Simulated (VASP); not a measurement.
Crystal: InAs (qlda).

```xyz
2
Lattice="0.0000 3.0536 3.0536 3.0536 0.0000 3.0536 3.0536 3.0536 0.0000" Properties=species:S:1:pos:R:3 pbc="T T T"
In    1.5268    1.5268    1.5268
As    0.0000    0.0000    0.0000
```

* Program: VASP 6.6.1
* Task: relaxation of cell and atoms
* Functional: LDA
* Potentials or basis: VASP PAW LDA potentials, release 64 (In_d, As)
* Cutoff: 600 eV
* k mesh: 10 × 10 × 10
* Occupations: gaussian, width 0.1 eV
* Spin: no spin polarisation

At the start: pressure -2.1 GPa; volume 28.47 Å³/atom.

**Question.** How do energy, volume and symmetry change on relaxing?

**Answer.** Over 14 steps the energy falls by 6.8 meV/atom and the volume is 27.44 Å³/atom (-3.6 %); space group F-43m (No. 216, to 0.05 Å).

The path:
```csv
step,energy change (eV),largest force (eV/Å),pressure (GPa),volume (Å³)
1,0.0000,0.0000,-2.05,56.94
2,-0.0109,0.0000,1.03,53.99
3,-0.0137,0.0000,0.02,54.88
4,-0.0137,0.0000,-0.05,54.92
5,-0.0137,0.0000,-0.06,54.92
6,-0.0137,0.0000,-0.04,54.91
7,-0.0137,0.0000,-0.04,54.91
8,-0.0137,0.0000,-0.04,54.91
9,-0.0137,0.0000,-0.04,54.91
10,-0.0137,0.0000,-0.04,54.91
11,-0.0137,0.0000,-0.05,54.91
12,-0.0137,0.0000,-0.05,54.90
13,-0.0137,0.0000,-0.02,54.90
14,-0.0137,0.0000,-0.01,54.88
```

Final structure:
```cif
data_structure
_symmetry_space_group_name_H-M 'P 1'
_symmetry_Int_Tables_number 1
_cell_length_a 4.2656
_cell_length_b 4.2656
_cell_length_c 4.2656
_cell_angle_alpha 60.000
_cell_angle_beta 60.000
_cell_angle_gamma 60.000
_cell_volume 54.88
loop_
_atom_site_label
_atom_site_type_symbol
_atom_site_fract_x
_atom_site_fract_y
_atom_site_fract_z
_atom_site_occupancy
In1 In 0.25000 0.25000 0.25000 1
As1 As 0.00000 0.00000 0.00000 1
```
